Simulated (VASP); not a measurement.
Write the native input for VASP 6.6.1 that does the following.

```yaml
Task: single point
Functional: PBE
Potentials_or_basis: VASP PAW PBE potentials, release 64 (Ta_pv, Si, O, F)
Cutoff: 520 eV
k_mesh: 10 × 10 × 6
Occupations: gaussian, width 0.1 eV
Spin: no spin polarisation
Dipole_correction: no
k_mesh_for_the_DOS: 15 × 15 × 9
Occupations_for_the_DOS: tetrahedron
Further_INCAR_settings: ALGO = Fast; EDIFF = 1e-07
```

The system is Ta2SiOF2.

```
Ta Si O F
1.0
     4.04700    0.00000    0.00000
     0.00000    4.04700    0.00000
     0.00000    0.00000    6.08967
Ta Si O F
2 1 1 2
Direct
  0.50000 0.00000 0.01302
  0.00000 0.50000 0.01302
  0.00000 0.00000 0.26866
  0.50000 0.50000 0.88555
  0.00000 0.00000 0.54041
  0.50000 0.50000 0.27794
```

These files were run (other wordings do the same):

POSCAR

```
Ta2SiOF2
1.0
    4.0469971909      0.0000000000      0.0000000000
    0.0000000000      4.0469971909      0.0000000000
    0.0000000000      0.0000000000      6.0896747519
Ta Si O F
2 1 1 2
Direct
    0.5000000000      0.0000000000      0.0130200951
    0.0000000000      0.5000000000      0.0130200951
    0.0000000000      0.0000000000      0.2686573278
    0.5000000000      0.5000000000      0.8855489309
    0.0000000000      0.0000000000      0.5404111190
    0.5000000000      0.5000000000      0.2779414722
```

INCAR.step1

```
SYSTEM = Ta2SiOF2
ALGO = Fast ; EDIFF = 1E-7
ENCUT = 520 ; GGA = PE
ISIF = 2 ; ISMEAR = 0
LASPH = .True. ; LCHARG = .True.
LMAXMIX = 4 ; LREAL = .False.
LWAVE = .False. ; NBANDS = 32
NELM = 80 ; PREC = Accurate
SIGMA = 0.1
```

KPOINTS.step1

```
k-points
0
Gamma
  10 10 6
  0 0 0
```

INCAR.step2

```
SYSTEM = Ta2SiOF2
ALGO = Fast ; EDIFF = 1E-7
ENCUT = 520 ; GGA = PE
ICHARG = 11 ; ISIF = 2
ISMEAR = -5 ; LASPH = .True.
LCHARG = .False. ; LMAXMIX = 4
LORBIT = 10 ; LREAL = .False.
LWAVE = .False. ; NEDOS = 2001
NELM = 80 ; PREC = Accurate
SIGMA = 0.1
```

KPOINTS.step2

```
k-points
0
Gamma
  15 15 9
  0 0 0
```

Potentials or basis: VASP PAW PBE potentials, release 64 (Ta_pv, Si, O, F).

Launch:

```sh
$ cat potpaw_PBE.64/Ta_pv/POTCAR potpaw_PBE.64/Si/POTCAR potpaw_PBE.64/O/POTCAR potpaw_PBE.64/F/POTCAR > POTCAR
$ cp INCAR.step1 INCAR
$ cp KPOINTS.step1 KPOINTS
$ mpirun -np 1 vasp_std > vasp.out
$ cp INCAR.step2 INCAR
$ cp KPOINTS.step2 KPOINTS
$ mpirun -np 1 vasp_std > vasp.out
```

It gave:

```json
{
 "Valence electrons inside the program's atomic spheres": "Ta 8.84; Si 1.67; O 5.02; F 6.11, 6.02"
}
```

It took 14 min on 1 thread of Oxide Virtual Turin-like Processor, with other jobs on the host, peak memory 0.52 GiB.
